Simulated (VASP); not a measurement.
# SnTe: single point with PBE

The system is SnTe.

```
Sn Te
1.0
     0.00000    3.31433    3.23541
     3.31433    0.00000    3.23541
     3.31433    3.31433    0.00000
Sn Te
1 1
Direct
  0.00000 0.00000 0.00000
  0.50000 0.50000 0.50000
```

This cell differs from its parent crystal: strain +0.050 along x and y, +0.025 along z.

| Quantity | Value |
| --- | --- |
| Program | VASP 6.6.1 |
| Task | single point |
| Functional | PBE |
| Potentials or basis | VASP PAW PBE potentials, release 64 (Sn_d, Te) |
| Cutoff | 520 eV |
| k mesh | 10 × 10 × 10 |
| Occupations | gaussian, width 0.03 eV |
| Spin | no spin polarisation |
| Dipole correction | no |
| Further INCAR settings | ALGO = Normal; EDIFF = 1e-07; NBANDS = 17 |

| Property | Result |
| --- | --- |
| Pressure | -2.6 GPa |
| Band gap on the k mesh | 0.23 eV |

Stress tensor (GPa, compression positive):
```
-3.24  0.00  0.00
 0.00 -3.24  0.00
 0.00  0.00 -1.25
```

Levels at points of the mesh, in eV from the valence-band top:
```csv
k point,band 8,band 9,band 10,band 11,band 12,band 13
"(0.00, 0.00, 0.00)",-1.82,-1.58,-1.58,3.05,3.05,3.57
"(0.50, 0.00, 0.00)",-1.38,-1.34,0.00,0.23,0.65,0.74
"(0.50, 0.50, 0.00)",-4.61,-3.04,-3.04,2.77,4.41,4.41
"(0.50, 0.00, 0.50)",-4.55,-3.12,-2.86,2.83,4.23,4.79
```

Wall time 3.3 min on 1 thread of AMD EPYC 7R43 64-Core Processor (Zen 3), on a shared host, peak memory 0.25 GiB.

Caveat: the cell differs from its parent crystal (strain +0.050 along x and y, +0.025 along z); spin-orbit coupling is left out, which moves the levels of the heavy elements. A k mesh can miss the band edges.
